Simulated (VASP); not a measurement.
Ni: single point with PBE

Ni:

```xyz
1
Lattice="0.0000 1.7591 1.7591 1.7591 0.0000 1.7591 1.7591 1.7591 0.0000" Properties=species:S:1:pos:R:3 pbc="T T T"
Ni    0.0000    0.0000    0.0000
```

| Property | Result |
| --- | --- |
| Program | VASP 6.6.1 |
| Task | single point |
| Functional | PBE |
| Potentials or basis | VASP PAW PBE potentials, release 64 (Ni) |
| Cutoff | 520 eV |
| k mesh | 20 × 20 × 20 |
| Occupations | gaussian, width 0.05 eV |
| Spin | collinear spin, ferromagnetic start |
| Starting moments | [0.75] μB |

```yaml
Pressure: -0.1 GPa
Net_moment: 0.63 μB per cell
Site_moments: Ni +0.64 μB
Valence_electrons_inside_the_program's_atomic_spheres: Ni 9.31
```

Levels at points of the mesh, in eV from the Fermi level:
Spin up:
```csv
k point,band 2,band 3,band 4,band 5,band 6,band 7,band 8,band 9
"(0.00, 0.00, 0.00)",-2.45,-2.45,-2.45,-1.27,-1.27,23.71,27.57,27.57
"(0.50, 0.00, 0.00)",-2.42,-2.42,-0.62,-0.62,-0.30,5.65,22.20,24.65
"(0.50, 0.50, 0.00)",-4.21,-0.56,-0.49,-0.49,2.44,9.21,14.81,14.81
```
Spin down:
```
           k point  band 2  band 3  band 4  band 5  band 6  band 7  band 8  band 9
(0.00, 0.00, 0.00)   -1.68   -1.68   -1.68   -0.68   -0.68   23.55   27.55   27.55
(0.50, 0.00, 0.00)   -1.80   -1.80   -0.36    0.15    0.15    6.07   22.06   24.74
(0.50, 0.50, 0.00)   -3.58    0.05    0.38    0.38    2.40    9.45   14.82   14.82
```

It took 47 s on 1 thread of Intel(R) Xeon(R) Platinum 8559C (Emerald Rapids), with other jobs on the host, peak memory 0.18 GiB.
